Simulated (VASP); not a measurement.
**BN: vibrations by perturbation theory with PBE**

Crystal: BN.

```
B N
1.0
     0.00000    1.79401    1.79401
     1.79401    0.00000    1.79401
     1.79401    1.79401    0.00000
B N
1 1
Direct
  0.00000 0.00000 0.00000
  0.75000 0.75000 0.75000
```

* Program: VASP 6.6.1
* Task: vibrations by perturbation theory
* Functional: PBE
* Potentials or basis: VASP PAW PBE potentials, release 64 (B, N)
* Cutoff: 520 eV
* k mesh: 12 × 12 × 12
* Occupations: gaussian, width 0.01 eV
* Spin: no spin polarisation
* Dipole correction: no
* Further INCAR settings: ALGO = Normal; EDIFF = 1e-08; NBANDS = 11; IBRION = 8; NSW = 1

| Item | Value |
| --- | --- |
| Electronic dielectric tensor (diagonal) | 4.58 |
| Born charges (mean of the diagonal) | B +1.90; N -1.90 e |
| Highest phonon frequency at Γ, LO-TO splitting left out | 1068 cm⁻¹ |

Phonon frequencies in cm⁻¹ (negative: imaginary):
```tsv
q point	frequencies
(0.000, 0.000, 0.000)	0 0 0 1068 1068 1068
```

Electronic dielectric tensor:
```
4.58 0.00 0.00
0.00 4.58 0.00
0.00 0.00 4.58
```

Born effective charge tensors (e):
atom 1, B
```
1.90 0.00 0.00
0.00 1.90 0.00
0.00 0.00 1.90
```
atom 2, N
```
-1.90  0.00  0.00
 0.00 -1.90  0.00
 0.00  0.00 -1.90
```

It took 2.6 min on 1 thread of Intel Xeon 6975P-C, on a shared host, peak memory 0.2 GiB.

Caveat: the cell wasn't relaxed at this level first, which shifts response properties.
